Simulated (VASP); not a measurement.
# Rh (Fm-3m) in VASP: further runs

Runs on Rh. Level: LDA. Tasks: single point, relaxation of volume and atoms at fixed shape.

Program: VASP 6.6.1. These are calculated values, not measurements. Logs are shortened: lines on timing, memory, paths and dates and some standing lists are left out, and cuts for length are marked.

## 1. The cell of the first run

It takes space group Fm-3m (No. 225, cubic). The conventional cell has a = 3.753 Å, b = 3.753 Å, c = 3.753 Å, α = 90.00°, β = 90.00°, γ = 90.00°. Rh (site symmetry m-3m) has 12 Rh at 2.65 Å within 3.5 Å.

## 2. Single point, LDA

INCAR reads:

```
SYSTEM = Rh
  ALGO = Normal
  EDIFF = 1E-7
  ENCUT = 520
  GGA = CA
  ISIF = 2
  ISMEAR = 0
  LASPH = .True.
  LCHARG = .False.
  LREAL = .False.
  LWAVE = .False.
  NBANDS = 14
  NELM = 60
  PREC = Accurate
  SIGMA = 0.05
```

KPOINTS reads:

```
k-points
0
Gamma
  12 12 12
  0 0 0
```

POSCAR reads:

```
Rh
1.0
    0.0000000000      1.8764733564      1.8764733564
    1.8764733564      0.0000000000      1.8764733564
    1.8764733564      1.8764733564      0.0000000000
Rh
1
Direct
    0.0000000000      0.0000000000      0.0000000000
```

Potentials or basis: VASP PAW LDA potentials, release 64 (Rh_pv).

On the command line:

```console
cat potpaw_LDA.64/Rh_pv/POTCAR > POTCAR
mpirun -np 1 vasp_std > vasp.out
```

OUTCAR:

```text
SYSTEM = Rh
   EDIFF = 1E-7
   ENCUT = 520
   GGA = CA
   ISIF = 2
   ISMEAR = 0
   LASPH = .True.
   LREAL = .False.
   NELM = 60
   PREC = Accurate

 ion  position               nearest neighbor table
   1  0.000  0.000  0.000-

  LATTYP: Found a face centered cubic cell.
 ALAT       =     3.7529467128

  Lattice vectors:

 A1 = (   0.0000000000,   1.8764733564,   1.8764733564)
 A2 = (   1.8764733564,   0.0000000000,   1.8764733564)
 A3 = (   1.8764733564,   1.8764733564,   0.0000000000)

Analysis of symmetry for initial positions (statically):
=====================================================================
 Subroutine PRICEL returns:
 Original cell was already a primitive cell.

 Routine SETGRP: Setting up the symmetry group for a
 face centered cubic supercell.

 Subroutine GETGRP returns: Found 48 space group operations
 (whereof 48 operations were pure point group operations)
 out of a pool of 48 trial point group operations.

The static configuration has the point symmetry O_h .

Analysis of symmetry for dynamics (positions and initial velocities):
=====================================================================
 Subroutine PRICEL returns:
 Original cell was already a primitive cell.

 Routine SETGRP: Setting up the symmetry group for a
 face centered cubic supercell.

 Subroutine GETGRP returns: Found 48 space group operations
 (whereof 48 operations were pure point group operations)
 out of a pool of 48 trial point group operations.

The dynamic configuration has the point symmetry O_h .

 Subroutine INISYM returns: Found 48 space group operations
 (whereof 48 operations are pure point group operations),
 and found     1 'primitive' translations

----------------------------------------------------------------------------------------

                                     Primitive cell

  volume of cell :      13.2147

  direct lattice vectors                    reciprocal lattice vectors
     0.000000000  1.876473356  1.876473356    -0.266457287  0.266457287  0.266457287
     1.876473356  0.000000000  1.876473356     0.266457287 -0.266457287  0.266457287
     1.876473356  1.876473356  0.000000000     0.266457287  0.266457287 -0.266457287

  length of vectors
     2.653734070  2.653734070  2.653734070     0.461517559  0.461517559  0.461517559

  position of ions in fractional coordinates (direct lattice)
     0.000000000  0.000000000  0.000000000

  ion indices of the primitive-cell ions
   primitive index   ion index
                 1           1

----------------------------------------------------------------------------------------

 KPOINTS: k-points

Automatic generation of k-mesh.
 Grid dimensions read from file:
 generate k-points for:   12   12   12

 Generating k-lattice:

  Cartesian coordinates                     Fractional coordinates (reciprocal lattice)
    -0.022204774  0.022204774  0.022204774     0.083333333  0.000000000  0.000000000
     0.022204774 -0.022204774  0.022204774     0.000000000  0.083333333  0.000000000
     0.022204774  0.022204774 -0.022204774     0.000000000  0.000000000  0.083333333

  Length of vectors
     0.038459797  0.038459797  0.038459797

  Shift w.r.t. Gamma in fractional coordinates (k-lattice)
     0.000000000  0.000000000  0.000000000

 Subroutine IBZKPT returns following result:
 ===========================================

 Found     72 irreducible k-points:

 Following reciprocal coordinates:
            Coordinates               Weight
  0.000000  0.000000  0.000000      1.000000
  0.083333  0.000000  0.000000      8.000000
  0.166667  0.000000  0.000000      8.000000
  0.250000  0.000000  0.000000      8.000000
  0.333333  0.000000  0.000000      8.000000
  0.416667  0.000000  0.000000      8.000000
[... 16 lines left out ...]
  0.500000  0.166667  0.000000     24.000000
 -0.416667  0.166667  0.000000     24.000000
 [... further k-points ...]
   k-points           NKPTS =     72   k-points in BZ     NKDIM =     72   number of bands    NBANDS=     14
   number of dos      NEDOS =    301   number of ions     NIONS =      1
   total plane-waves  NPLWV =   8000
   dimension x,y,z NGX =    20 NGY =   20 NGZ =   20
   dimension x,y,z NGXF=    40 NGYF=   40 NGZF=   40
   ions per type =               1
   NGX,Y,Z   is equivalent  to a cutoff of  12.53, 12.53, 12.53 a.u.
   NGXF,Y,Z  is equivalent  to a cutoff of  25.06, 25.06, 25.06 a.u.
 SYSTEM =  Rh
   PREC   = accura    normal or accurate (medium, high low for compatibility)
   ISTART =      0    job   : 0-new  1-cont  2-samecut
   ICHARG =      2    charge: 1-file 2-atom 10-const
   ISPIN  =      1    spin polarized calculation?
   LNONCOLLINEAR =      F non collinear calculations
   LSORBIT =      F    spin-orbit coupling
   LASPH  =      T    aspherical Exc in radial PAW
   ENCUT  =  520.0 eV  38.22 Ry    6.18 a.u.   4.93  4.93  4.93*2*pi/ulx,y,z
   NELM   =     60;   NELMIN=  2; NELMDL= -5     # of ELM steps
   EDIFF  = 0.1E-06   stopping-criterion for ELM
   LREAL  =      F    real-space projection
   EDIFFG = 0.1E-05   stopping-criterion for IOM
   NSW    =      0    number of steps for IOM
   IBRION =     -1    ionic relax: 0-MD 1-quasi-New 2-CG
   NFREE  =      0    steps in history (QN), initial steepest desc. (CG)
   ISIF   =      2    stress and relaxation
   ISYM   =      2    0-nonsym 1-usesym 2-fastsym
   POTIM  = 0.5000    time-step for ionic-motion
   TEBEG  =    0.0;   TEEND  =   0.0 temperature during run
   PSTRESS=    0.0 pullay stress
   NELECT =      15.0000    total number of electrons
   NUPDOWN=      -1.0000    fix difference up-down
   EMIN   =  10.00;   EMAX   =-10.00  energy-range for DOS
   EFERMI =   0.00;   METHOD = LEGACY
   ISMEAR =     0;   SIGMA  =   0.05  broadening in eV -4-tet -1-fermi 0-gaus
   EFERMI_NEDOS =   21; number of points for ismear=-14 and -15
   IALGO  =     38    algorithm
   IMIX   =      4    mixing-type and parameters
     AMIX     =   0.40;   BMIX     =  1.00
     AMIX_MAG =   1.60;   BMIX_MAG =  1.00
  volume/ion in A,a.u.               =      13.21        89.18
  Fermi-wavevector in a.u.,A,eV,Ry     =   1.707731  3.227144 39.679295  2.916346
  Thomas-Fermi vector in A             =   2.786530
   LORBIT       =      0    0 simple, 1 ext, 2 COOP (PROOUT), +10 PAW based schemes
   GGA     = CA    functional components
   LHFCALC =     F    Hartree Fock is set to
   AEXX    =    0.0000 exact exchange contribution
   IVDW    =     0    specifies the selected vdW correction
   LEPSILON=     F    determine dielectric tensor
   LRPA    =     F    only Hartree local field effects (RPA)
 non-spin polarized calculation
 Gauss-broadening in eV      SIGMA  =   0.05
  energy-cutoff  :      520.00
  volume of cell :       13.21
 maximum number of plane-waves:       366
   NGX =  9   NGY =  9   NGZ =  9

 number of electron      15.0000002 magnetization

 Free energy of the ion-electron system (eV)
  ---------------------------------------------------
  ext. energy  EPLUGINS =         0.00000000
  ---------------------------------------------------
  free energy    TOTEN  =        -8.68865818 eV

  energy without entropy =       -8.68700397  energy(sigma->0) =       -8.68783107

 E-fermi :  12.5037     XC(G=0): -14.6079

 val. band max:       12.3786235480   @ k =   0.3333   0.0833   0.0000
 cond. band min:      12.5114621751   @ k =   0.5000   0.4167   0.0000
 fundamental gap:      0.1328386271
 Fermi energy:        12.5036968806

 k-point     1 :       0.0000    0.0000    0.0000
  band No.  band energies     occupation
      1     -33.7959      2.00000
      2     -33.7959      2.00000
      3     -33.7959      2.00000
      4       4.1354      2.00000
      5       9.1409      2.00000
      6       9.1409      2.00000
      7       9.1409      2.00000
      8      11.3993      2.00000
      9      11.3993      2.00000
     10      28.3701      0.00000
     11      32.6541      0.00000
     12      34.0023      0.00000
     13      34.0023      0.00000
     14      34.0023      0.00000

 k-point     2 :       0.0833    0.0000    0.0000
  band No.  band energies     occupation
      1     -33.8553      2.00000
      2     -33.8038      2.00000
      3     -33.8038      2.00000
      4       4.4236      2.00000
      5       9.0138      2.00000
      6       9.2535      2.00000
      7       9.2535      2.00000
      8      11.3368      2.00000
      9      11.3368      2.00000
     10      28.8002      0.00000
     11      32.6057      0.00000
     12      32.6813      0.00000
     13      34.4396      0.00000
     14      34.4396      0.00000

 k-point     3 :       0.1667    0.0000    0.0000
  band No.  band energies     occupation
      1     -34.0159      2.00000
      2     -33.8254      2.00000
      3     -33.8254      2.00000
      4       5.1838      2.00000
      5       8.7917      2.00000
      6       9.4827      2.00000
      7       9.4827      2.00000
      8      11.2809      2.00000
      9      11.2809      2.00000
     10      29.7579      0.00000
     11      30.2669      0.00000
     12      32.6555      0.00000
     13      35.6593      0.00000
     14      35.6593      0.00000
[... 324 lines left out ...]
 k-point    23 :       0.5000    0.1667    0.0000
  band No.  band energies     occupation
      1     -34.5637      2.00000
      2     -34.0406      2.00000
      3     -33.9623      2.00000
      4       6.6425      2.00000
      5       8.4297      2.00000
      6       9.8804      2.00000
      7       9.9878      2.00000
      8      13.1289      0.00000
      9      16.1187      0.00000
     10      21.9139      0.00000
     11      28.9863      0.00000
     12      32.2081      0.00000
     13      32.5462      0.00000
     14      32.6887      0.00000

 k-point    24 :      -0.4167    0.1667    0.0000
  band No.  band energies     occupation
      1     -34.5711      2.00000
      2     -34.0688      2.00000
      3     -33.9447      2.00000
      4       6.7145      2.00000
      5       8.4424      2.00000
      6       9.7840      2.00000
      7      10.2463      2.00000
      8      12.7266      0.00000
      9      16.7119      0.00000
     10      21.5142      0.00000
     11      28.6889      0.00000
     12      31.5800      0.00000
     13      32.6584      0.00000
     14      33.3576      0.00000

 [... further k-points ...]
[... 5 lines left out ...]
  --------------------------------------------------------------------------------------
  -------------------------------------------------------------------------------------
  Total        0.0748572      0.0748572      0.0748572      0.0000000      0.0000000     -0.0000000
  in kB        9.0758403      9.0758403      9.0758403      0.0000000      0.0000000     -0.0000000
  external PRESSURE =       9.0758403 kB  Pullay stress =       0.0000000 kB

 VOLUME and BASIS-vectors are now :
 -----------------------------------------------------------------------------
  energy-cutoff  :      520.00
  volume of cell :       13.21
      direct lattice vectors                 reciprocal lattice vectors
     0.000000000  1.876473356  1.876473356    -0.266457287  0.266457287  0.266457287
     1.876473356  0.000000000  1.876473356     0.266457287 -0.266457287  0.266457287
     1.876473356  1.876473356  0.000000000     0.266457287  0.266457287 -0.266457287

 POSITION                                       TOTAL-FORCE (eV/Angst)
 -----------------------------------------------------------------------------------
      0.00000      0.00000      0.00000        -0.000000      0.000000      0.000000
 -----------------------------------------------------------------------------------
    total drift:                                0.000000     -0.000000     -0.000000

  FREE ENERGIE OF THE ION-ELECTRON SYSTEM (eV)
  ---------------------------------------------------
  free  energy   TOTEN  =        -8.6886581812 eV

  energy  without entropy=       -8.6870039663  energy(sigma->0) =       -8.68783107
```

Run time: 11 s. Hardware: 1 thread of Intel Xeon 6975P-C, shared host; peak memory 0.12 GiB.

Results:

| Property | Result |
| --- | --- |
| Free energy | -8.6887 eV |
| Pressure | 0.9 GPa |

(Continued in part 2 of 2.)
